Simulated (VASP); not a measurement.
Li, 1 atom in the cell. The structure is cubic, space group Im-3m (No. 229). The conventional cell has a = 3.423 Å, b = 3.423 Å, c = 3.423 Å, α = 90.00°, β = 90.00°, γ = 90.00°. Li (site symmetry m-3m) has 14 Li at 2.96 to 3.42 Å within 3.9 Å. 

* Program: VASP 6.6.1
* Task: relaxation of cell and atoms
* Functional: PBEsol
* Potentials or basis: VASP PAW PBE potentials, release 64 (Li_sv)
* Cutoff: 600 eV
* k mesh: 18 × 18 × 18
* Occupations: gaussian, width 0.1 eV
* Spin: no spin polarisation
* Dipole correction: no
* Further INCAR settings: ALGO = Normal; EDIFF = 1e-06; IBRION = 2; EDIFFG = -0.01; NSW = 80; ISIF = 3

Potentials or basis: VASP PAW PBE potentials, release 64 (Li_sv).

Run with:

```console
$ cat potpaw_PBE.64/Li_sv/POTCAR > POTCAR
$ mpirun -np 1 vasp_std > vasp.out
```

Hardware: 1 thread of AMD EPYC 9R45 (Zen 5) (shared host).

How long does it take, and how much memory?

Wall time 14 s on 1 thread of AMD EPYC 9R45 (Zen 5) (shared host), peak memory 0.11 GiB. Counts: scf iterations 10, k points 195, ion steps 1.
